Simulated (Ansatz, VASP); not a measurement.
# One calculation of NaH, two programs

POSCAR

```
NaH
1.0
    0.0000000000      2.3637795342      2.3169766994
    2.3637795342      0.0000000000      2.3169766994
    2.3637795342      2.3637795342      0.0000000000
Na H
1 1
Direct
    0.0000000000      0.0000000000      0.0000000000
    0.5000000000      0.5000000000      0.5000000000
```

INCAR.step1

```
ALGO = Normal ; EDIFF = 1E-4
ENCUT = 520 ; GGA = PE
ISMEAR = -1 ; LASPH = T
LCHARG = F ; LREAL = F
LWAVE = T ; NBANDS = 11
NELM = 100 ; PREC = Accurate
SIGMA = 0.2
```

Contents of INCAR.step2:

```
ALGO = Normal ; EDIFF = 1E-7
ENCUT = 520 ; ISIF = 2
ISMEAR = -1 ; ISTART = 1
LASPH = T ; LCHARG = T
LELF = T ; LMIXTAU = T
LREAL = F ; LVHAR = T
LWAVE = F ; METAGGA = R2SCAN
NBANDS = 11 ; NELM = 100
PREC = Accurate ; SIGMA = 0.2
```

Contents of KPOINTS:

```
k-points
0
Gamma
  10 10 10
```

Input for Ansatz:

```yaml
crystal:
  lattice:
    - [0.0, 2.3637795342, 2.3169766994]
    - [2.3637795342, 0.0, 2.3169766994]
    - [2.3637795342, 2.3637795342, 0.0]
  atoms:
    - { symbol: Na, position: [0.0, 0.0, 0.0] }
    - { symbol: H, position: [0.5, 0.5, 0.5] }
basis:
  ecutwfc: 520.0
kpoints:
  mp_grid: { grid: [10, 10, 10] }
hamiltonian:
  xc: r2scan
scf:
  occupations: { method: fermi_dirac, width: 0.2 }
output:
  forces: true
  stress: true
  eigenvalues: true
```

Alike in both runs: task single point; functional r2SCAN; k mesh 10 × 10 × 10; occupations fermi-dirac, width 0.2 eV; no spin polarisation.

```csv
,VASP,Ansatz
version,VASP 6.6.1,Ansatz 0.2.0
potentials or method,"VASP PAW PBE potentials, release 64 (Na_pv, H), cutoff 520 eV","scalar-relativistic, plane waves, PAW"
valence electrons in the cell,8,10
```

|  | VASP | Ansatz | Ansatz less VASP |
| --- | --- | --- | --- |
| gap on the k mesh at the Fermi level (eV) | 4.52 | 4.51 | -0.012 |
| least direct gap on the mesh (eV) | 5.40 | 5.41 | +0.012 |
| pressure (GPa) | 1.5 | 1.7 | +0.22 |
| traceless stress, the component that is largest in VASP (GPa) | 0.53 | 0.65 | +0.125 |

VASP's potentials were made for PBE, not for r2SCAN. The functional is the same, so the differences come from potentials, cutoffs and numerics. VASP's potentials hold 8 valence electrons a cell and Ansatz's 10, so a difference there can come from the potentials and not from the codes.
